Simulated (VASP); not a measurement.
Runs of VASP 6.6.1 on Ti. The structure is that of space group P6_3/mmc (No. 194), or close to it. The cells are those of the table. 

```csv
spin,cell,k mesh,smearing,gap on the mesh (eV),pressure (GPa)
"non-collinear, zero start, SOC","a = 2.939, b = 2.939, c = 4.656 Å, angles 90.0, 90.0, 120.0°, 2 atoms",12 × 12 × 7,fermi-dirac 0.1 eV,-,-0.3
off,"a = 2.939, b = 2.939, c = 4.656 Å, angles 90.0, 90.0, 120.0°, 2 atoms",12 × 12 × 7,fermi-dirac 0.6 eV,none,7.9
off,"a = 2.939, b = 2.939, c = 4.656 Å, angles 90.0, 90.0, 120.0°, 2 atoms",12 × 12 × 7,methfessel-paxton 0.03 eV,none,-0.4
off,"a = 2.816, b = 2.816, c = 4.462 Å, angles 90.0, 90.0, 120.0°, 2 atoms",20 × 20 × 11,fermi-dirac 0.1 eV,none,17.2
off,"a = 2.939, b = 2.939, c = 4.656 Å, angles 90.0, 90.0, 120.0°, 2 atoms",12 × 12 × 7,gaussian 0.2 eV,none,-0.3
off,"a = 2.939, b = 2.939, c = 4.656 Å, angles 90.0, 90.0, 120.0°, 2 atoms",2 × 2 × 1,fermi-dirac 0.1 eV,none,-6.4
off,"a = 2.939, b = 2.939, c = 4.656 Å, angles 90.0, 90.0, 120.0°, 2 atoms",12 × 12 × 7,gaussian 0.6 eV,none,(a)
off,"a = 2.939, b = 2.939, c = 4.656 Å, angles 90.0, 90.0, 120.0°, 2 atoms",12 × 12 × 7,fermi-dirac 1 eV,none,17.2
```

Alike in all rows: task single point; level PBE; potentials or basis VASP PAW PBE potentials, release 64 (Ti_sv); cutoff (eV) 520.

Q: Fill in the values left out.

A: (a) 0.9.

Caveats: some runs use coarse meshes.

A gap of «none» marks levels without a gap at the run's occupations.
